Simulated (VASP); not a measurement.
# Rb (Fd-3m) in VASP: a series of runs, part 2 of 2

VASP 6.6.1. The steps go on from the part before.

### 3 Single point, PBE (56.45 Å³/atom)

The input, INCAR:

```
SYSTEM = Rb
PREC = Accurate
ENCUT = 520
EDIFF = 1E-7
ISMEAR = -1
SIGMA = 0.08
LREAL = .FALSE.
LASPH = .TRUE.
NELM = 80
ALGO = Normal
ISIF = 2
LWAVE = .FALSE.
LCHARG = .FALSE.
GGA = PE
NBANDS = 16
```

The input, KPOINTS:

```
regular mesh
0
G
  7 7 7
  0 0 0
```

The input, POSCAR:

```
Rb
1.0
    0.0000000000      3.8360015993      3.8360015993
    3.8360015993      0.0000000000      3.8360015993
    3.8360015993      3.8360015993      0.0000000000
Rb
2
Direct
   -0.1250000000     -0.1250000000     -0.1250000000
    0.1250000000      0.1250000000      0.1250000000
```

Potentials or basis: VASP PAW PBE potentials, release 64 (Rb_sv).

On the command line:

```console
cat potpaw_PBE.64/Rb_sv/POTCAR > POTCAR
mpirun -np 1 vasp_std > vasp.out
```

OUTCAR:

```text
SYSTEM = Rb
   PREC = Accurate
   ENCUT = 520
   EDIFF = 1E-7
   ISMEAR = -1
   LREAL = .FALSE.
   LASPH = .TRUE.
   NELM = 80
   ISIF = 2
   GGA = PE

 ion  position               nearest neighbor table
   1  0.875  0.875  0.875-   2 3.32   2 3.32   2 3.32   2 3.32
   2  0.125  0.125  0.125-   1 3.32   1 3.32   1 3.32   1 3.32

  LATTYP: Found a face centered cubic cell.
 ALAT       =     7.6720031986

  Lattice vectors:

 A1 = (   0.0000000000,   3.8360015993,   3.8360015993)
 A2 = (   3.8360015993,   0.0000000000,   3.8360015993)
 A3 = (   3.8360015993,   3.8360015993,   0.0000000000)

Analysis of symmetry for initial positions (statically):
=====================================================================
 Subroutine PRICEL returns:
 Original cell was already a primitive cell.

 Routine SETGRP: Setting up the symmetry group for a
 face centered cubic supercell.

 Subroutine GETGRP returns: Found 48 space group operations
 (whereof 12 operations were pure point group operations)
 out of a pool of 48 trial point group operations.

The static configuration has the point symmetry D_3d.
 The point group associated with its full space group is O_h .

Analysis of symmetry for dynamics (positions and initial velocities):
=====================================================================
 Subroutine PRICEL returns:
 Original cell was already a primitive cell.

 Routine SETGRP: Setting up the symmetry group for a
 face centered cubic supercell.

 Subroutine GETGRP returns: Found 48 space group operations
 (whereof 12 operations were pure point group operations)
 out of a pool of 48 trial point group operations.

The dynamic configuration has the point symmetry D_3d.
 The point group associated with its full space group is O_h .

 Subroutine INISYM returns: Found 48 space group operations
 (whereof 12 operations are pure point group operations),
 and found     1 'primitive' translations

----------------------------------------------------------------------------------------

                                     Primitive cell

  volume of cell :     112.8928

  direct lattice vectors                    reciprocal lattice vectors
     0.000000000  3.836001599  3.836001599    -0.130344054  0.130344054  0.130344054
     3.836001599  0.000000000  3.836001599     0.130344054 -0.130344054  0.130344054
     3.836001599  3.836001599  0.000000000     0.130344054  0.130344054 -0.130344054

  length of vectors
     5.424925487  5.424925487  5.424925487     0.225762524  0.225762524  0.225762524

  position of ions in fractional coordinates (direct lattice)
     0.875000000  0.875000000  0.875000000
     0.125000000  0.125000000  0.125000000

  ion indices of the primitive-cell ions
   primitive index   ion index
                 1           1
                 2           2

----------------------------------------------------------------------------------------

 KPOINTS: regular mesh

Automatic generation of k-mesh.
 Grid dimensions read from file:
 generate k-points for:    7    7    7

 Generating k-lattice:

  Cartesian coordinates                     Fractional coordinates (reciprocal lattice)
    -0.018620579  0.018620579  0.018620579     0.142857143  0.000000000  0.000000000
     0.018620579 -0.018620579  0.018620579     0.000000000  0.142857143  0.000000000
     0.018620579  0.018620579 -0.018620579     0.000000000  0.000000000  0.142857143

  Length of vectors
     0.032251789  0.032251789  0.032251789

  Shift w.r.t. Gamma in fractional coordinates (k-lattice)
     0.000000000  0.000000000  0.000000000

 Subroutine IBZKPT returns following result:
 ===========================================

 Found     20 irreducible k-points:

 Following reciprocal coordinates:
            Coordinates               Weight
  0.000000  0.000000  0.000000      1.000000
  0.142857  0.000000  0.000000      8.000000
  0.285714  0.000000  0.000000      8.000000
  0.428571  0.000000  0.000000      8.000000
  0.142857  0.142857  0.000000      6.000000
  0.285714  0.142857  0.000000     24.000000
[... 12 lines left out ...]
 -0.428571  0.428571  0.142857     24.000000
 -0.285714  0.428571  0.142857     24.000000
   k-points           NKPTS =     20   k-points in BZ     NKDIM =     20   number of bands    NBANDS=     16
   number of dos      NEDOS =    301   number of ions     NIONS =      2
   total plane-waves  NPLWV =  64000
   dimension x,y,z NGX =    40 NGY =   40 NGZ =   40
   dimension x,y,z NGXF=    80 NGYF=   80 NGZF=   80
   ions per type =               2
   NGX,Y,Z   is equivalent  to a cutoff of  12.26, 12.26, 12.26 a.u.
   NGXF,Y,Z  is equivalent  to a cutoff of  24.52, 24.52, 24.52 a.u.
 SYSTEM =  Rb
   PREC   = accura    normal or accurate (medium, high low for compatibility)
   ISTART =      0    job   : 0-new  1-cont  2-samecut
   ICHARG =      2    charge: 1-file 2-atom 10-const
   ISPIN  =      1    spin polarized calculation?
   LNONCOLLINEAR =      F non collinear calculations
   LSORBIT =      F    spin-orbit coupling
   LASPH  =      T    aspherical Exc in radial PAW
   ENCUT  =  520.0 eV  38.22 Ry    6.18 a.u.  10.09 10.09 10.09*2*pi/ulx,y,z
   NELM   =     80;   NELMIN=  2; NELMDL= -5     # of ELM steps
   EDIFF  = 0.1E-06   stopping-criterion for ELM
   LREAL  =      F    real-space projection
   EDIFFG = 0.1E-05   stopping-criterion for IOM
   NSW    =      0    number of steps for IOM
   IBRION =     -1    ionic relax: 0-MD 1-quasi-New 2-CG
   NFREE  =      0    steps in history (QN), initial steepest desc. (CG)
   ISIF   =      2    stress and relaxation
   ISYM   =      2    0-nonsym 1-usesym 2-fastsym
   POTIM  = 0.5000    time-step for ionic-motion
   TEBEG  =    0.0;   TEEND  =   0.0 temperature during run
   PSTRESS=    0.0 pullay stress
   NELECT =      18.0000    total number of electrons
   NUPDOWN=      -1.0000    fix difference up-down
   EMIN   =  10.00;   EMAX   =-10.00  energy-range for DOS
   EFERMI =   0.00;   METHOD = LEGACY
   ISMEAR =    -1;   SIGMA  =   0.08  broadening in eV -4-tet -1-fermi 0-gaus
   EFERMI_NEDOS =   21; number of points for ismear=-14 and -15
   IALGO  =     38    algorithm
   IMIX   =      4    mixing-type and parameters
     AMIX     =   0.40;   BMIX     =  1.00
     AMIX_MAG =   1.60;   BMIX_MAG =  1.00
  volume/ion in A,a.u.               =      56.45       380.92
  Fermi-wavevector in a.u.,A,eV,Ry     =   0.887722  1.677551 10.722071  0.788050
  Thomas-Fermi vector in A             =   2.009057
   LORBIT       =      0    0 simple, 1 ext, 2 COOP (PROOUT), +10 PAW based schemes
   GGA     = PE    functional components
   LHFCALC =     F    Hartree Fock is set to
   AEXX    =    0.0000 exact exchange contribution
   IVDW    =     0    specifies the selected vdW correction
   LEPSILON=     F    determine dielectric tensor
   LRPA    =     F    only Hartree local field effects (RPA)
 non-spin polarized calculation
  energy-cutoff  :      520.00
  volume of cell :      112.89
 maximum number of plane-waves:      3071
   NGX = 21   NGY = 21   NGZ = 21

 number of electron      18.0000000 magnetization

 Free energy of the ion-electron system (eV)
  ---------------------------------------------------
  ext. energy  EPLUGINS =         0.00000000
  ---------------------------------------------------
  free energy    TOTEN  =        -0.35530688 eV

  energy without entropy =       -0.31025209  energy(sigma->0) =       -0.33277948

 E-fermi :   1.3741     XC(G=0):  -6.7585

 val. band max:        1.3464307726   @ k =  -0.4286   0.4286   0.0000
 cond. band min:       1.3984229030   @ k =  -0.4286   0.1429   0.0000
 fundamental gap:      0.0519921303
 Fermi energy:         1.3740876868

 k-point     1 :       0.0000    0.0000    0.0000
  band No.  band energies     occupation
      1     -28.4390      2.00000
      2     -28.0681      2.00000
      3     -12.7522      2.00000
      4     -12.7522      2.00000
      5     -12.7522      2.00000
      6     -12.0095      2.00000
[... 8 lines left out ...]
     15       4.9872      0.00000
     16       4.9872      0.00000
[... 343 lines left out ...]
 k-point    20 :      -0.2857    0.4286    0.1429
  band No.  band energies     occupation
      1     -28.2817      2.00000
      2     -28.2304      2.00000
      3     -12.9862      2.00000
      4     -12.9430      2.00000
      5     -12.4810      2.00000
      6     -12.3044      2.00000
[... 8 lines left out ...]
     15       5.2931      0.00000
     16       5.3511      0.00000

------------------------ aborting loop because EDIFF is reached ----------------------------------------

  FORCE on cell =-STRESS in cart. coord.  units (eV):
  Direction    XX          YY          ZZ          XY          YZ          ZX
  --------------------------------------------------------------------------------------
  -------------------------------------------------------------------------------------
  Total        2.6058315      2.6058315      2.6058315      0.0000000     -0.0000000      0.0000000
  in kB       36.9820151     36.9820151     36.9820151      0.0000000     -0.0000000      0.0000000
  external PRESSURE =      36.9820151 kB  Pullay stress =       0.0000000 kB

 VOLUME and BASIS-vectors are now :
 -----------------------------------------------------------------------------
  energy-cutoff  :      520.00
  volume of cell :      112.89
      direct lattice vectors                 reciprocal lattice vectors
     0.000000000  3.836001599  3.836001599    -0.130344054  0.130344054  0.130344054
     3.836001599  0.000000000  3.836001599     0.130344054 -0.130344054  0.130344054
     3.836001599  3.836001599  0.000000000     0.130344054  0.130344054 -0.130344054

 POSITION                                       TOTAL-FORCE (eV/Angst)
 -----------------------------------------------------------------------------------
      6.71300      6.71300      6.71300        -0.000000      0.000000      0.000000
      0.95900      0.95900      0.95900         0.000000     -0.000000     -0.000000
 -----------------------------------------------------------------------------------
    total drift:                                0.000000      0.000000     -0.000000

  FREE ENERGIE OF THE ION-ELECTRON SYSTEM (eV)
  ---------------------------------------------------
  free  energy   TOTEN  =        -0.3553068810 eV

  energy  without entropy=       -0.3102520856  energy(sigma->0) =       -0.33277948
```

OSZICAR:

```text
N       E                     dE             d eps       ncg     rms          rms(c)
DAV:   1     0.105622571391E+03    0.10562E+03   -0.75892E+03   640   0.917E+02
DAV:   2     0.846211633317E+01   -0.97160E+02   -0.93472E+02   872   0.190E+02
DAV:   3     0.805798202671E-01   -0.83815E+01   -0.83342E+01  1016   0.518E+01
DAV:   4    -0.411716639761E+00   -0.49230E+00   -0.49222E+00   936   0.933E+00
DAV:   5    -0.418945887890E+00   -0.72292E-02   -0.72291E-02   920   0.116E+00    0.400E+00
DAV:   6    -0.379245732216E+00    0.39700E-01   -0.33585E-02   864   0.935E-01    0.246E+00
DAV:   7    -0.355747116063E+00    0.23499E-01   -0.71029E-02   848   0.125E+00    0.248E-01
DAV:   8    -0.355310770929E+00    0.43635E-03   -0.52206E-03   880   0.434E-01    0.525E-02
DAV:   9    -0.355312504960E+00   -0.17340E-05   -0.80563E-05   888   0.557E-02    0.336E-02
DAV:  10    -0.355306357094E+00    0.61479E-05   -0.41536E-05   808   0.382E-02    0.829E-03
DAV:  11    -0.355306961221E+00   -0.60413E-06   -0.29967E-06   888   0.962E-03    0.159E-03
DAV:  12    -0.355306880990E+00    0.80231E-07   -0.18112E-07   728   0.227E-03
   1 F= -.35530688E+00 E0= -.33277948E+00  d E =-.450548E-01
```

Wall time 19 s (1 thread of Intel Xeon 6975P-C (Granite Rapids), shared host); peak memory 0.23 GiB.

Results:

| Quantity | Value |
| --- | --- |
| Free energy | -0.3553 eV |
| Pressure | 3.7 GPa |

Levels at points of the mesh, in eV from the Fermi level:
```tsv
k point	band 7	band 8	band 9	band 10	band 11	band 12
(0.00, 0.00, 0.00)	-13.38	-13.38	-2.43	2.04	2.04	2.68
```

Caveat: the cell stands under pressure.

### 4 Single point, PBE (63.50 Å³/atom)

This run uses another cell than the first one, of 63.50 Å³/atom.

The input, INCAR:

```
  PREC = Accurate
  ENCUT = 520
  EDIFF = 1E-6
  ISMEAR = -1
  SIGMA = 0.08
  LREAL = F
  LASPH = T
  NELM = 100
  ALGO = Normal
  ISIF = 2
  LWAVE = F
  LCHARG = T
  GGA = PE
  LELF = T
  LVHAR = T
  NBANDS = 16
```

The input, KPOINTS:

```
regular mesh
0
Gamma
  7 7 7
```

The input, POSCAR:

```
Rb
1.0
    0.0000000000      3.9896024360      3.9896024360
    3.9896024360      0.0000000000      3.9896024360
    3.9896024360      3.9896024360      0.0000000000
Rb
2
Direct
   -0.1250000000     -0.1250000000     -0.1250000000
    0.1250000000      0.1250000000      0.1250000000
```

On the command line:

```console
cat potpaw_PBE.64/Rb_sv/POTCAR > POTCAR
mpirun -np 1 vasp_std > vasp.out
```

It took 26 s on 1 thread of Intel Xeon 6975P-C (Granite Rapids), shared host; peak memory 0.24 GiB.

Results (log left out):

* Free energy: -0.6326 eV
* Pressure: 2.7 GPa
* Band gap on the k mesh: zero (bands 9 and 10 overlap by 0.08 eV)

Levels at points of the mesh, in eV from the Fermi level:
| k point | band 7 | band 8 | band 9 | band 10 | band 11 | band 12 |
| --- | --- | --- | --- | --- | --- | --- |
| (0.00, 0.00, 0.00) | -13.44 | -13.44 | -2.38 | 2.05 | 2.05 | 2.54 |

### 5 Single point, PBE (77.61 Å³/atom)

This run uses another cell than the first one, of 77.61 Å³/atom.

The input, INCAR:

```
SYSTEM = Rb
PREC     = Accurate       ! precision mode
ENCUT    = 520            ! plane-wave cutoff, eV
EDIFF    = 1E-7           ! SCF threshold, eV
ISMEAR   = -1             ! smearing method
SIGMA    = 0.08           ! smearing width, eV
LREAL    = .False.        ! projectors in reciprocal space
LASPH    = .True.         ! aspherical terms in the spheres
NELM     = 80             ! most SCF steps
ALGO     = Normal         ! electronic algorithm
ISIF     = 2              ! what is computed and relaxed
LWAVE    = .False.        ! write WAVECAR
LCHARG   = .False.        ! write CHGCAR
GGA      = PE             ! functional
NBANDS   = 16             ! bands
```

The input, KPOINTS:

```
regular mesh
0
Gamma
  7 7 7
  0 0 0
```

The input, POSCAR:

```
Rb
1.0
    0.0000000000      4.2655955921      4.2655955921
    4.2655955921      0.0000000000      4.2655955921
    4.2655955921      4.2655955921      0.0000000000
Rb
2
Direct
   -0.1250000000     -0.1250000000     -0.1250000000
    0.1250000000      0.1250000000      0.1250000000
```

On the command line:

```console
cat potpaw_PBE.64/Rb_sv/POTCAR > POTCAR
mpirun -np 1 vasp_std > vasp.out
```

It took 32 s on 1 thread of Intel Xeon 6975P-C (Granite Rapids), shared host; peak memory 0.3 GiB.

The run converged. Its results:

```
Free energy            : -0.9843 eV
Pressure               : 1.5 GPa
Band gap on the k mesh : zero (bands 9 and 10 overlap by 0.19 eV)
```

Levels at points of the mesh, in eV from the Fermi level:
| k point | band 6 | band 7 | band 8 | band 9 | band 10 | band 11 | band 12 | band 13 |
| --- | --- | --- | --- | --- | --- | --- | --- | --- |
| (0.00, 0.00, 0.00) | -13.46 | -13.46 | -13.46 | -2.22 | 2.10 | 2.10 | 2.37 | 2.37 |

### 6 Overview

| cell | gap on the mesh (eV) | pressure (GPa) |
| --- | --- | --- |
| a = 5.425 Å, angles 60.0°, 2 atoms | - | 3.7 |
| a = 5.642 Å, angles 60.0°, 2 atoms | none | 2.7 |
| a = 6.032 Å, angles 60.0°, 2 atoms | none | 1.5 |

Alike in all rows: task single point; level PBE; potentials or basis VASP PAW PBE potentials, release 64 (Rb_sv); no spin polarisation; k mesh 7 × 7 × 7; cutoff (eV) 520; smearing fermi-dirac 0.08 eV.

Caveats: the cell stands under pressure (at least some runs).

Total energies depend on the potentials used, so only differences within one code and one set of settings carry meaning.

The gap in the log of VASP goes by the Fermi energy; the results here count the filled bands.